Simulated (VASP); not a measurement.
# CdAg2 (Fd-3m) in VASP: a series of runs, part 2 of 2

VASP 6.6.1. The steps go on from the part before.

## Step 5: Relaxation of cell and atoms, PBE

The input, INCAR:

```
PREC = Accurate
ENCUT = 600
EDIFF = 1E-7
ISMEAR = 0
SIGMA = 0.1
LREAL = F
LASPH = T
NELM = 60
ALGO = Fast
ISIF = 3
LWAVE = F
LCHARG = F
GGA = PE
IBRION = 2
NSW = 100
EDIFFG = -0.01
```

The input, KPOINTS:

```
Automatic mesh
0
Gamma
  8 8 8
```

The input, POSCAR:

```
CdAg2
1.0
    0.0000000000      3.9307167000      3.9307167000
    3.9307167000      0.0000000000      3.9307167000
    3.9307167000      3.9307167000      0.0000000000
Cd Ag
2 4
Direct
    0.5000000000      0.5000000000      0.5000000000
    0.7500000000      0.7500000000      0.7500000000
    0.1250000000      0.1250000000      0.1250000000
    0.6250000000      0.1250000000      0.1250000000
    0.1250000000      0.1250000000      0.6250000000
    0.1250000000      0.6250000000      0.1250000000
```

Potentials or basis: VASP PAW PBE potentials, release 64 (Cd, Ag).

Started as:

```sh
> cat potpaw_PBE.64/Cd/POTCAR potpaw_PBE.64/Ag/POTCAR > POTCAR
> mpirun -np 1 vasp_std > vasp.out
```

OUTCAR:

```text
PREC = Accurate
   ENCUT = 600
   EDIFF = 1E-7
   ISMEAR = 0
   LREAL = F
   LASPH = T
   NELM = 60
   ISIF = 3
   GGA = PE
   IBRION = 2
   NSW = 100
   EDIFFG = -0.01

 ion  position               nearest neighbor table
   1  0.500  0.500  0.500-   6 3.26   4 3.26   3 3.26   3 3.26   5 3.26   5 3.26   3 3.26   4 3.26
                             6 3.26   4 3.26   5 3.26   6 3.26   2 3.40   2 3.40   2 3.40   2 3.40
   2  0.750  0.750  0.750-   3 3.26   4 3.26   6 3.26   4 3.26   4 3.26   6 3.26   3 3.26   5 3.26
                             5 3.26   3 3.26   5 3.26   6 3.26   1 3.40   1 3.40   1 3.40   1 3.40
   3  0.125  0.125  0.125-   4 2.78   5 2.78   6 2.78   5 2.78   6 2.78   4 2.78   1 3.26   2 3.26
                             1 3.26   2 3.26   1 3.26   2 3.26
   4  0.625  0.125  0.125-   3 2.78   5 2.78   6 2.78   3 2.78   5 2.78   6 2.78   2 3.26   1 3.26
                             2 3.26   1 3.26   1 3.26   2 3.26
   5  0.125  0.125  0.625-   3 2.78   3 2.78   4 2.78   6 2.78   6 2.78   4 2.78   1 3.26   2 3.26
                             1 3.26   2 3.26   1 3.26   2 3.26
   6  0.125  0.625  0.125-   3 2.78   5 2.78   3 2.78   4 2.78   5 2.78   4 2.78   1 3.26   2 3.26
                             2 3.26   1 3.26   1 3.26   2 3.26

  LATTYP: Found a face centered cubic cell.
 ALAT       =     7.8614334000

  Lattice vectors:

 A1 = (   0.0000000000,   3.9307167000,   3.9307167000)
 A2 = (   3.9307167000,   0.0000000000,   3.9307167000)
 A3 = (   3.9307167000,   3.9307167000,   0.0000000000)

Analysis of symmetry for initial positions (statically):
=====================================================================
 Subroutine PRICEL returns:
 Original cell was already a primitive cell.

 Routine SETGRP: Setting up the symmetry group for a
 face centered cubic supercell.

 Subroutine GETGRP returns: Found 48 space group operations
 (whereof 24 operations were pure point group operations)
 out of a pool of 48 trial point group operations.

The static configuration has the point symmetry T_d .
 The point group associated with its full space group is O_h .

[... 143 lines left out ...]
  Fermi-wavevector in a.u.,A,eV,Ry     =   1.349261  2.549734 24.769488  1.820506
  Thomas-Fermi vector in A             =   2.476863
   LORBIT       =      0    0 simple, 1 ext, 2 COOP (PROOUT), +10 PAW based schemes
   GGA     = PE    functional components
   LHFCALC =     F    Hartree Fock is set to
   AEXX    =    0.0000 exact exchange contribution
   IVDW    =     0    specifies the selected vdW correction
   LEPSILON=     F    determine dielectric tensor
   LRPA    =     F    only Hartree local field effects (RPA)
 conjugate gradient relaxation of ions
 non-spin polarized calculation
 RMM-DIIS sequential band-by-band and
 Gauss-broadening in eV      SIGMA  =   0.10
  energy-cutoff  :      600.00
  volume of cell :      121.46
 maximum number of plane-waves:      4088
 NGX is ok and might be reduce to    48
   NGX = 23   NGY = 23   NGZ = 23

 number of electron      67.9999990 magnetization

 Free energy of the ion-electron system (eV)
  ---------------------------------------------------
  ext. energy  EPLUGINS =         0.00000000
  ---------------------------------------------------
  free energy    TOTEN  =       -12.19794020 eV

  energy without entropy =      -12.18583705  energy(sigma->0) =      -12.19188863

 E-fermi :   5.4017     XC(G=0): -11.2477

 val. band max:        5.3658136556   @ k =  -0.3750   0.2500   0.0000
 cond. band min:       5.4055117591   @ k =   0.2500   0.0000   0.0000
 fundamental gap:      0.0396981035
 Fermi energy:         5.4016946829

 k-point     1 :       0.0000    0.0000    0.0000
  band No.  band energies     occupation
      1      -3.2829      2.00000
      2      -3.2829      2.00000
      3      -3.2829      2.00000
      4      -3.2673      2.00000
      5      -3.2673      2.00000
      6      -3.0127      2.00000
[... 1021 lines left out ...]
     39       9.8447      0.00000
     40       9.8969      0.00000

 [... further k-points ...]
[... 5 lines left out ...]
  --------------------------------------------------------------------------------------
  -------------------------------------------------------------------------------------
  Total       -0.0196763     -0.0196763     -0.0196763     -0.0000000     -0.0000000     -0.0000000
  in kB       -0.2595430     -0.2595430     -0.2595430     -0.0000000     -0.0000000     -0.0000000
  external PRESSURE =      -0.2595430 kB  Pullay stress =       0.0000000 kB

 VOLUME and BASIS-vectors are now :
 -----------------------------------------------------------------------------
  energy-cutoff  :      600.00
  volume of cell :      121.46
      direct lattice vectors                 reciprocal lattice vectors
     0.000000000  3.930716700  3.930716700    -0.127203266  0.127203266  0.127203266
     3.930716700  0.000000000  3.930716700     0.127203266 -0.127203266  0.127203266
     3.930716700  3.930716700  0.000000000     0.127203266  0.127203266 -0.127203266

 POSITION                                       TOTAL-FORCE (eV/Angst)
 -----------------------------------------------------------------------------------
      3.93072      3.93072      3.93072         0.000000      0.000000      0.000000
      5.89608      5.89608      5.89608        -0.000000      0.000000     -0.000000
      0.98268      0.98268      0.98268        -0.000000     -0.000000     -0.000000
      0.98268      2.94804      2.94804        -0.000000     -0.000000     -0.000000
      2.94804      2.94804      0.98268        -0.000000     -0.000000     -0.000000
      2.94804      0.98268      2.94804        -0.000000     -0.000000     -0.000000
 -----------------------------------------------------------------------------------
    total drift:                                0.000000      0.000000      0.000000

  FREE ENERGIE OF THE ION-ELECTRON SYSTEM (eV)
  ---------------------------------------------------
  free  energy   TOTEN  =       -12.1979402032 eV

  energy  without entropy=      -12.1858370494  energy(sigma->0) =      -12.19188863

 reached required accuracy - stopping structural energy minimisation
```

It took 2.5 min on 1 thread of AMD EPYC 9R45 (Zen 5), shared host; peak memory 0.35 GiB.

What came out:

```yaml
Free_energy: -12.1979 eV
Pressure_after_relaxing: 0.0 GPa
Band_gap_on_the_k_mesh: zero (bands 34 and 35 overlap by 1.40 eV)
```

Final structure:
```xyz
6
Lattice="0.0000 3.9307 3.9307 3.9307 0.0000 3.9307 3.9307 3.9307 0.0000" Properties=species:S:1:pos:R:3 pbc="T T T"
Cd    3.9307    3.9307    3.9307
Cd    5.8961    5.8961    5.8961
Ag    0.9827    0.9827    0.9827
Ag    0.9827    2.9480    2.9480
Ag    2.9480    2.9480    0.9827
Ag    2.9480    0.9827    2.9480
```

Caveat: the relaxation stopped at its first step, so nothing moved.

## Step 6: Relaxation of cell and atoms, PBE

The input, INCAR:

```
PREC     = Accurate       # precision mode
ENCUT    = 600            # plane-wave cutoff, eV
EDIFF    = 1E-6           # SCF threshold, eV
ISMEAR   = -1             # smearing method
SIGMA    = 0.15           # smearing width, eV
LREAL    = F              # projectors in reciprocal space
LASPH    = T              # aspherical terms in the spheres
NELM     = 60             # most SCF steps
ALGO     = Fast           # electronic algorithm
ISIF     = 3              # what is computed and relaxed
LWAVE    = F              # write WAVECAR
LCHARG   = F              # write CHGCAR
GGA      = PE             # functional
IBRION   = 2              # ionic algorithm
NSW      = 80             # ionic steps
EDIFFG   = -0.001         # ionic threshold
```

KPOINTS is that of step 5.

POSCAR is that of step 5.

Potentials or basis: VASP PAW PBE potentials, release 64 (Cd, Ag).

Started as:

```sh
> cat potpaw_PBE.64/Cd/POTCAR potpaw_PBE.64/Ag/POTCAR > POTCAR
> mpirun -np 1 vasp_std > vasp.out
```

Wall time 6.7 min (1 thread of AMD EPYC 9R45 (Zen 5), shared host); peak memory 0.39 GiB.

It converged, with:

| Property | Result |
| --- | --- |
| Free energy | -12.2616 eV |
| Relaxed volume | 20.22 Å³/atom |
| Relaxed cell | a = 5.557 Å, b = 5.557 Å, c = 5.557 Å, α = 60.00°, β = 60.00°, γ = 60.00° |
| Space group after relaxing (to 0.1 Å) | Fd-3m (No. 227) |
| Energy gained by relaxing | 0.0 meV/atom |
| Ionic steps | 6 |
| Pressure after relaxing | 0.0 GPa |
| Band gap on the k mesh | zero (bands 34 and 35 overlap by 1.40 eV) |

Final structure:
```yaml
crystal:
  lattice:
    - [0.00000, 3.92921, 3.92921]
    - [3.92921, 0.00000, 3.92921]
    - [3.92921, 3.92921, 0.00000]
  atoms:
    - { symbol: Cd, position: [0.50000, 0.50000, 0.50000] }
    - { symbol: Cd, position: [0.75000, 0.75000, 0.75000] }
    - { symbol: Ag, position: [0.12500, 0.12500, 0.12500] }
    - { symbol: Ag, position: [0.62500, 0.12500, 0.12500] }
    - { symbol: Ag, position: [0.12500, 0.12500, 0.62500] }
    - { symbol: Ag, position: [0.12500, 0.62500, 0.12500] }
```

Levels at points of the mesh, in eV from the Fermi level:
```
           k point  band 31  band 32  band 33  band 34  band 35  band 36  band 37  band 38
(0.00, 0.00, 0.00)    -2.62    -0.27     0.74     0.74     0.74     1.94     2.33     3.01
(0.50, 0.00, 0.00)    -3.56    -2.62     0.03     0.48     0.48     0.93     2.22     2.22
(0.50, 0.50, 0.00)    -3.63    -3.63    -1.03    -1.03    -0.64    -0.64     6.12     6.12
```

## Step 7: Overview

```csv
task,cell,k mesh,cutoff (eV),smearing,gap on the mesh (eV),pressure (GPa)
single point,"a = 5.559 Å, angles 60.0°, 6 atoms",4 × 4 × 4,520,gaussian 0.1 eV,none,0.2
single point,"a = 5.559 Å, angles 60.0°, 6 atoms",8 × 8 × 8,520,gaussian 0.1 eV,none,0.0
single point,"a = 5.557 Å, angles 60.0°, 6 atoms",8 × 8 × 8,520,fermi-dirac 0.15 eV,none,0.0
relaxation of cell and atoms,"relaxed from a = 5.559 Å, angles 60.0°, 6 atoms",8 × 8 × 8,600,gaussian 0.1 eV,none,0.0
relaxation of cell and atoms,"relaxed from a = 5.559 Å, angles 60.0°, 6 atoms",8 × 8 × 8,600,fermi-dirac 0.15 eV,none,0.0
```

Alike in all rows: level PBE; potentials or basis VASP PAW PBE potentials, release 64 (Cd, Ag); no spin polarisation.

Caveats: the relaxation stopped at its first step, so nothing moved (at least some runs).

Total energies depend on the potentials used, so only differences within one code and one set of settings carry meaning.

The gap in the log of VASP goes by the Fermi energy; the results here count the filled bands.